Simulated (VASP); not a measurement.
Crystal: GaSb.

```
CELL_PARAMETERS angstrom
0.00000 3.11900 3.11900
3.11900 0.00000 3.11900
3.11900 3.11900 0.00000
ATOMIC_POSITIONS crystal
Sb 0.75000 0.75000 0.75000
Ga 0.00000 0.00000 0.00000
```

Program: VASP 6.6.1. Alike in all runs: task single point; potentials or basis VASP PAW PBE potentials, release 64 (Sb_d_GW, Ga_d); no spin polarisation; cell as given; k mesh 4 × 4 × 4; cutoff (eV) 400; smearing fermi-dirac 0.05 eV.

**Question.** Order these runs on this cell by their band gap on the k mesh, lowest first.
A. level PBE-based screened hybrid with 25 % exact exchange; share of exact exchange 0.25; screening parameter 0.3 1/Å
B. level B3LYP; share of exact exchange 0.2
C. level BHLYP; share of exact exchange 0.5

**Answer.** A (0.24 eV), B (0.59 eV), C (2.51 eV).

Caveats: all runs use coarse meshes; spin-orbit coupling is left out, which moves the levels of the heavy elements.

A k mesh can miss the band edges.
